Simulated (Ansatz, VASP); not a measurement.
# Two plane-wave programs on AlB3As4

```
Al B As
1.0
     3.53348    0.00000    0.00000
     0.00000    7.17543    0.00000
     0.00000    0.00000    5.07817
Al B As
1 3 4
Direct
  0.00000 0.00000 0.99943
  0.50000 0.26737 0.50038
  0.00000 0.50000 0.00690
  0.50000 0.73263 0.50038
  0.50000 0.00000 0.68978
  0.00000 0.27673 0.26772
  0.50000 0.50000 0.76768
  0.00000 0.72327 0.26772
```

Alike in both runs: task relaxation of cell and atoms; functional PBE; k mesh 10 × 6 × 8; occupations gaussian, width 0.02 eV; no spin polarisation.

```csv
,VASP,Ansatz
version,VASP 6.6.1,Ansatz 0.2.0
potentials or method,"VASP PAW PBE potentials, release 64 (Al, B, As), cutoff 600 eV","scalar-relativistic, plane waves, PAW"
valence electrons in the cell,32,72
```

```csv
,VASP,Ansatz,Ansatz less VASP
"gap on the k mesh at the Fermi level, each at its own relaxed structure (eV)",0.49,0.49,+0.002
relaxed volume (Å³/atom),16.15,16.09,-0.059
relaxed length of the cell vector where the two differ most in proportion (Å),3.536,3.532,-0.0047
```

VASP's potentials hold 32 valence electrons a cell and Ansatz's 72, so a difference there can come from the potentials and not from the codes.
